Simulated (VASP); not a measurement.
# MgF2 (P4_2/mnm) in VASP: single point with HSE06

Aim: the single point of MgF2 with HSE06.

All numbers are computed with VASP 6.6.1; they aren't measurements. Logs are shortened: lines on timing, memory, paths and dates and some standing lists are left out, and cuts for length are marked.

### Step 1. The cell of the first run

It takes space group P4_2/mnm (No. 136, tetragonal). Conventional cell: a = 4.622 Å, b = 4.622 Å, c = 3.046 Å, α = 90.00°, β = 90.00°, γ = 90.00°. Mg (site symmetry mmm) has 6 F at 1.98 to 1.99 Å within 2.6 Å. Within 2.6 Å of F (site symmetry m2m) lie 3 Mg at 1.98 to 1.99 Å and 1 F at 2.58 Å.

### Step 2. Single point, HSE06

Input file POSCAR:

```
MgF2
1.0
    4.6220163432      0.0000000000      0.0000000000
    0.0000000000      4.6220163432      0.0000000000
    0.0000000000      0.0000000000      3.0461146010
Mg F
2 4
Direct
    0.5000000000      0.5000000000      0.5000000000
    0.0000000000      0.0000000000      0.0000000000
    0.6970491921      0.6970491921      0.0000000000
    0.8029508079      0.1970491921      0.5000000000
    0.3029508079      0.3029508079      0.0000000000
    0.1970491921      0.8029508079      0.5000000000
```

Input file INCAR.step1:

```
ALGO = Normal
EDIFF = 1E-5
ENCUT = 520
GGA = PE
GGA_COMPAT = False
ISIF = 2
ISMEAR = 0
KPAR = 4
LASPH = True
LREAL = False
LWAVE = True
NBANDS = 25
NELM = 120
PREC = Accurate
SIGMA = 0.01
```

Input file INCAR.step2:

```
ALGO = Normal
EDIFF = 1E-6
ENCUT = 520
GGA = PE
GGA_COMPAT = False
HFSCREEN = 0.2079
ISIF = 2
ISMEAR = 0
ISTART = 1
KPAR = 4
LASPH = True
LCHARG = True
LHFCALC = True
LREAL = False
LVHAR = True
LWAVE = False
NBANDS = 25
NELM = 120
PREC = Accurate
PRECFOCK = Normal
SIGMA = 0.01
```

Input file KPOINTS:

```
k-points
0
Gamma
  4 4 6
```

Potentials or basis: VASP PAW PBE potentials, release 64 (Mg, F).

Command:

```
$ cat potpaw_PBE.64/Mg/POTCAR potpaw_PBE.64/F/POTCAR > POTCAR
$ cp INCAR.step1 INCAR
$ mpirun -np 4 vasp_std > vasp.out
$ cp INCAR.step2 INCAR
$ mpirun -np 4 vasp_std > vasp.out
```

OUTCAR:

```text
EDIFF = 1E-6
   ENCUT = 520
   GGA = PE
   HFSCREEN = 0.2079
   ISIF = 2
   ISMEAR = 0
   ISTART = 1
   LASPH = True
   LHFCALC = True
   LREAL = False
   NELM = 120
   PREC = Accurate
   PRECFOCK = Normal

 ion  position               nearest neighbor table
   1  0.500  0.500  0.500-   4 1.98   6 1.98   5 1.99   3 1.99   3 1.99   5 1.99   2 3.61   2 3.61
                             2 3.61   2 3.61   2 3.61   2 3.61   2 3.61   2 3.61
   2  0.000  0.000  0.000-   3 1.98   5 1.98   4 1.99   6 1.99   4 1.99   6 1.99   1 3.61   1 3.61
                             1 3.61   1 3.61   1 3.61   1 3.61   1 3.61   1 3.61
   3  0.697  0.697  0.000-   2 1.98   1 1.99   1 1.99
   4  0.803  0.197  0.500-   1 1.98   2 1.99   2 1.99
   5  0.303  0.303  0.000-   2 1.98   1 1.99   1 1.99
   6  0.197  0.803  0.500-   1 1.98   2 1.99   2 1.99

  LATTYP: Found a simple tetragonal cell.
 ALAT       =     4.6220163432
 C/A-ratio  =     0.6590445327

  Lattice vectors:

 A1 = (   4.6220163432,   0.0000000000,   0.0000000000)
 A2 = (   0.0000000000,   4.6220163432,   0.0000000000)
 A3 = (   0.0000000000,   0.0000000000,   3.0461146010)

Analysis of symmetry for initial positions (statically):
=====================================================================
 Subroutine PRICEL returns:
 Original cell was already a primitive cell.

 Routine SETGRP: Setting up the symmetry group for a
 simple tetragonal supercell.

 Subroutine GETGRP returns: Found 16 space group operations
 (whereof  8 operations were pure point group operations)
 out of a pool of 16 trial point group operations.

The static configuration has the point symmetry D_2h.
 The point group associated with its full space group is D_4h.

Analysis of symmetry for dynamics (positions and initial velocities):
=====================================================================
 Subroutine PRICEL returns:
 Original cell was already a primitive cell.

 Routine SETGRP: Setting up the symmetry group for a
 simple tetragonal supercell.

 Subroutine GETGRP returns: Found 16 space group operations
 (whereof  8 operations were pure point group operations)
 out of a pool of 16 trial point group operations.

The dynamic configuration has the point symmetry D_2h.
 The point group associated with its full space group is D_4h.

 Subroutine INISYM returns: Found 16 space group operations
 (whereof  8 operations are pure point group operations),
 and found     1 'primitive' translations

----------------------------------------------------------------------------------------

                                     Primitive cell

  volume of cell :      65.0743

  direct lattice vectors                    reciprocal lattice vectors
     4.622016343  0.000000000  0.000000000     0.216355791  0.000000000  0.000000000
     0.000000000  4.622016343  0.000000000     0.000000000  0.216355791  0.000000000
     0.000000000  0.000000000  3.046114601     0.000000000  0.000000000  0.328287058

  length of vectors
     4.622016343  4.622016343  3.046114601     0.216355791  0.216355791  0.328287058

  position of ions in fractional coordinates (direct lattice)
     0.500000000  0.500000000  0.500000000
     0.000000000  0.000000000  0.000000000
     0.697049192  0.697049192  0.000000000
     0.802950808  0.197049192  0.500000000
     0.302950808  0.302950808  0.000000000
     0.197049192  0.802950808  0.500000000

  ion indices of the primitive-cell ions
   primitive index   ion index
                 1           1
                 2           2
                 3           3
                 4           4
                 5           5
                 6           6

----------------------------------------------------------------------------------------

 KPOINTS: k-points

Automatic generation of k-mesh.
 Grid dimensions read from file:
 generate k-points for:    4    4    6

 Generating k-lattice:

  Cartesian coordinates                     Fractional coordinates (reciprocal lattice)
     0.054088948  0.000000000  0.000000000     0.250000000  0.000000000  0.000000000
     0.000000000  0.054088948  0.000000000     0.000000000  0.250000000  0.000000000
     0.000000000  0.000000000  0.054714510     0.000000000  0.000000000  0.166666667

  Length of vectors
     0.054088948  0.054088948  0.054714510

  Shift w.r.t. Gamma in fractional coordinates (k-lattice)
     0.000000000  0.000000000  0.000000000

 Subroutine IBZKPT returns following result:
 ===========================================

 Found     24 irreducible k-points:

 Following reciprocal coordinates:
            Coordinates               Weight
  0.000000  0.000000  0.000000      1.000000
  0.250000  0.000000  0.000000      4.000000
  0.500000  0.000000  0.000000      2.000000
  0.250000  0.250000  0.000000      4.000000
  0.500000  0.250000  0.000000      4.000000
  0.500000  0.500000  0.000000      1.000000
[... 16 lines left out ...]
  0.500000  0.250000  0.500000      4.000000
  0.500000  0.500000  0.500000      1.000000
   k-points           NKPTS =     24   k-points in BZ     NKDIM =     96   number of bands    NBANDS=     25
   number of dos      NEDOS =    301   number of ions     NIONS =      6
   total plane-waves  NPLWV =  31104
   dimension x,y,z NGX =    36 NGY =   36 NGZ =   24
   dimension x,y,z NGXF=    72 NGYF=   72 NGZF=   48
   ions per type =               2   4
   NGX,Y,Z   is equivalent  to a cutoff of  12.95, 12.95, 13.10 a.u.
   NGXF,Y,Z  is equivalent  to a cutoff of  25.90, 25.90, 26.20 a.u.
 SYSTEM =  unknown system
   PREC   = accura    normal or accurate (medium, high low for compatibility)
   ISTART =      1    job   : 0-new  1-cont  2-samecut
   ICHARG =      0    charge: 1-file 2-atom 10-const
   ISPIN  =      1    spin polarized calculation?
   LNONCOLLINEAR =      F non collinear calculations
   LSORBIT =      F    spin-orbit coupling
   LASPH  =      T    aspherical Exc in radial PAW
   ENCUT  =  520.0 eV  38.22 Ry    6.18 a.u.   8.59  8.59  5.66*2*pi/ulx,y,z
   NELM   =    120;   NELMIN=  2; NELMDL=  0     # of ELM steps
   EDIFF  = 0.1E-05   stopping-criterion for ELM
   LREAL  =      F    real-space projection
   EDIFFG = 0.1E-04   stopping-criterion for IOM
   NSW    =      0    number of steps for IOM
   IBRION =     -1    ionic relax: 0-MD 1-quasi-New 2-CG
   NFREE  =      0    steps in history (QN), initial steepest desc. (CG)
   ISIF   =      2    stress and relaxation
   ISYM   =      3    0-nonsym 1-usesym 2-fastsym
   POTIM  = 0.5000    time-step for ionic-motion
   TEBEG  =    0.0;   TEEND  =   0.0 temperature during run
   PSTRESS=    0.0 pullay stress
   NELECT =      32.0000    total number of electrons
   NUPDOWN=      -1.0000    fix difference up-down
   EMIN   =  10.00;   EMAX   =-10.00  energy-range for DOS
   EFERMI =   0.00;   METHOD = LEGACY
   ISMEAR =     0;   SIGMA  =   0.01  broadening in eV -4-tet -1-fermi 0-gaus
   EFERMI_NEDOS =   21; number of points for ismear=-14 and -15
   IALGO  =     38    algorithm
   IMIX   =      1    mixing-type and parameters
     AMIX     =   0.40;   BMIX     =  1.00
     AMIX_MAG =   1.60;   BMIX_MAG =  1.00
  volume/ion in A,a.u.               =      10.85        73.19
  Fermi-wavevector in a.u.,A,eV,Ry     =   1.292176  2.441859 22.717913  1.669720
  Thomas-Fermi vector in A             =   2.423900
   LORBIT       =      0    0 simple, 1 ext, 2 COOP (PROOUT), +10 PAW based schemes
   GGA     = PE    functional components
   LHFCALC =     T    Hartree Fock is set to
   PRECFOCK=normal    Normal, Fast or Accurate (Low or Medium for compatibility)
   ENCUT4O =  -1.0   cutoff for four orbital integrals eV
   NKREDX  =     1    reduce k-point grid by
   NKREDY  =     1    reduce k-point grid by
   NKREDZ  =     1    reduce k-point grid by
   AEXX    =    0.2500 exact exchange contribution
   HFSCREEN=    0.2079 screening length (either q_TF or 0.3 A-1)
   HFSCREENC=   0.2079 screening length for correlation (either q_TF or 0.3 A-1)
   ENCUTFOCK=  -1.0 apply spherical cutoff to Coloumb kernel
   IVDW    =     0    specifies the selected vdW correction
   LEPSILON=     F    determine dielectric tensor
   LRPA    =     F    only Hartree local field effects (RPA)
 non-spin polarized calculation
 Gauss-broadening in eV      SIGMA  =   0.01
  energy-cutoff  :      520.00
  volume of cell :       65.07
 maximum number of plane-waves:      1772
 NGX is ok and might be reduce to    36
  NGX = 28; NGY = 28; NGZ = 18

 number of electron      32.0000031 magnetization

 Free energy of the ion-electron system (eV)
  ---------------------------------------------------
  ext. energy  EPLUGINS =         0.00000000
  ---------------------------------------------------
  free energy    TOTEN  =       -38.30840627 eV

  energy without entropy =      -38.30840627  energy(sigma->0) =      -38.30840627

 E-fermi :  -2.8144     XC(G=0):  -7.9937

 val. band max:       -2.9679453202   @ k =   0.0000   0.0000   0.0000
 cond. band min:       6.4403175237   @ k =   0.0000   0.0000   0.0000
 fundamental gap:      9.4082628439
 Fermi energy:        -2.8143956606

 k-point     1 :       0.0000    0.0000    0.0000
  band No.  band energies     occupation
      1     -25.2826      2.00000
      2     -24.4507      2.00000
      3     -24.4507      2.00000
      4     -24.3526      2.00000
      5      -7.1501      2.00000
      6      -5.5691      2.00000
[... 17 lines left out ...]
     24      18.2956      0.00000
     25      18.2956      0.00000

 k-point     2 :       0.2500    0.0000    0.0000
  band No.  band energies     occupation
      1     -25.1806      2.00000
      2     -24.6224      2.00000
      3     -24.4225      2.00000
      4     -24.3236      2.00000
      5      -6.9175      2.00000
      6      -5.6971      2.00000
[... 17 lines left out ...]
     24      17.7390      0.00000
     25      18.2920      0.00000
[... 586 lines left out ...]
     24      15.2642      0.00000
     25      16.9993      0.00000

 k-point    24 :       0.5000    0.5000    0.5000
  band No.  band energies     occupation
      1     -24.6062      2.00000
      2     -24.6062      2.00000
      3     -24.4128      2.00000
      4     -24.4128      2.00000
      5      -6.8244      2.00000
      6      -6.8244      2.00000
[... 17 lines left out ...]
     24      14.8193      0.00000
     25      17.6042      0.00000

------------------------ aborting loop because EDIFF is reached ----------------------------------------

  FORCE on cell =-STRESS in cart. coord.  units (eV):
  Direction    XX          YY          ZZ          XY          YZ          ZX
  --------------------------------------------------------------------------------------
  -------------------------------------------------------------------------------------
  Total        0.3004186      0.3004186      0.2720320      0.0000000      0.0000000      0.0000000
  in kB        7.3965337      7.3965337      6.6976326      0.0000000      0.0000000      0.0000000
  external PRESSURE =       7.1635666 kB  Pullay stress =       0.0000000 kB

 VOLUME and BASIS-vectors are now :
 -----------------------------------------------------------------------------
  energy-cutoff  :      520.00
  volume of cell :       65.07
      direct lattice vectors                 reciprocal lattice vectors
     4.622016343  0.000000000  0.000000000     0.216355791  0.000000000  0.000000000
     0.000000000  4.622016343  0.000000000     0.000000000  0.216355791  0.000000000
     0.000000000  0.000000000  3.046114601     0.000000000  0.000000000  0.328287058

 POSITION                                       TOTAL-FORCE (eV/Angst)
 -----------------------------------------------------------------------------------
      2.31101      2.31101      1.52306         0.000000      0.000000     -0.000000
      0.00000      0.00000      0.00000         0.000000      0.000000     -0.000000
      3.22177      3.22177      0.00000        -0.011642     -0.011642     -0.000000
      3.71125      0.91076      1.52306         0.011642     -0.011642     -0.000000
      1.40024      1.40024      0.00000         0.011642      0.011642      0.000000
      0.91076      3.71125      1.52306        -0.011642      0.011642      0.000000
 -----------------------------------------------------------------------------------
    total drift:                               -0.000049     -0.000048     -0.000003

  FREE ENERGIE OF THE ION-ELECTRON SYSTEM (eV)
  ---------------------------------------------------
  free  energy   TOTEN  =       -38.3084062676 eV

  energy  without entropy=      -38.3084062676  energy(sigma->0) =      -38.30840627
```

Wall time 15 min (4 MPI ranks of Intel Xeon 6975P-C (Granite Rapids), shared host); peak memory 0.31 GiB.

What came out:

```
Free energy            : -38.3084 eV
Pressure               : 0.7 GPa
Largest force          : 0.016 eV/Å
Band gap on the k mesh : 9.41 eV, direct
```

Forces in eV/Å, atoms in the order of the input:
```
Mg   0.000  0.000  0.000
Mg   0.000  0.000  0.000
F   -0.012 -0.012  0.000
F    0.012 -0.012  0.000
F    0.012  0.012  0.000
F   -0.012  0.012  0.000
```

Caveat: the PAW data sets were made with another functional, which shifts forces and pressure a little.
